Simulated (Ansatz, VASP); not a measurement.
Given: the input of a run of VASP 6.6.1 on Si2Mo.

The input INCAR:

```
SYSTEM = Si2Mo
PREC = Accurate ; ENCUT = 520
EDIFF = 1E-6 ; ISMEAR = -1
SIGMA = 0.02 ; LREAL = .False.
LASPH = .True. ; NELM = 100
ALGO = Normal ; ISIF = 2
LWAVE = .False. ; LCHARG = .False.
GGA = PE ; NBANDS = 18
```

The input KPOINTS:

```
regular mesh
0
Gamma
  8 8 8
  0 0 0
```

POSCAR

```
Si2Mo
1.0
   -1.6000000000      1.6000000000      3.9305000000
    1.6000000000     -1.6000000000      3.9305000000
    1.6000000000      1.6000000000     -3.9305000000
Mo Si
1 2
Direct
    0.0000000000      0.0000000000      0.0000000000
    0.6670000000      0.6670000000      0.0000000000
    0.3330000000      0.3330000000      0.0000000000
```

Potentials or basis: VASP PAW PBE potentials, release 64 (Mo_sv, Si).

Command:

```sh
$ cat potpaw_PBE.64/Mo_sv/POTCAR potpaw_PBE.64/Si/POTCAR > POTCAR
$ mpirun -np 1 vasp_std > vasp.out
```

Q: Set up the same calculation for Ansatz 0.2.0. Potentials there: all-electron LAPW, scalar-relativistic.

A: As run (the cutoff follows the program's own potentials):

The input input.yaml:

```yaml
crystal:
  lattice:
    - [-1.6, 1.6, 3.9305]
    - [1.6, -1.6, 3.9305]
    - [1.6, 1.6, -3.9305]
  atoms:
    - { symbol: Mo, position: [0.0, 0.0, 0.0] }
    - { symbol: Si, position: [0.667, 0.667, 0.0] }
    - { symbol: Si, position: [0.333, 0.333, 0.0] }
kpoints:
  mp_grid: { grid: [8, 8, 8] }
scf:
  occupations: { method: fermi_dirac, width: 0.02 }
hamiltonian:
  xc: pbe
  pseudopotentials: { kind: all_electron, lapw: { basis_error: 0.002 } }
output:
  forces: true
  stress: true
  eigenvalues: true
```

Potentials or basis: all-electron LAPW, scalar-relativistic.

The run is started by

```console
$ ansatz run input.yaml --threads 2 --pin off --max-ram 6144MiB --backend cpu --events-out ev --progress --plain --runs-dir out
```

Both were run:

|  | VASP | Ansatz | Ansatz less VASP |
| --- | --- | --- | --- |
| gap on the k mesh at the Fermi level (eV) | none | none | - |
| pressure (GPa) | 2.4 | 2.3 | -0.13 |
| traceless stress, the component that is largest in VASP (GPa) | -1.06 | -1.04 | +0.015 |
| rms of the force components (eV/Å) | 0.148 | 0.150 | +0.0020 |

Atom by atom the forces differ by 0.002 eV/Å (rms over components). A gap of «none» marks a metal or a gap that the smearing closes. Ansatz ran all-electron here, and VASP with PAW potentials.

Noted on Ansatz's run: the k mesh is thin for a metal, which can move the energy by tens of meV per atom.
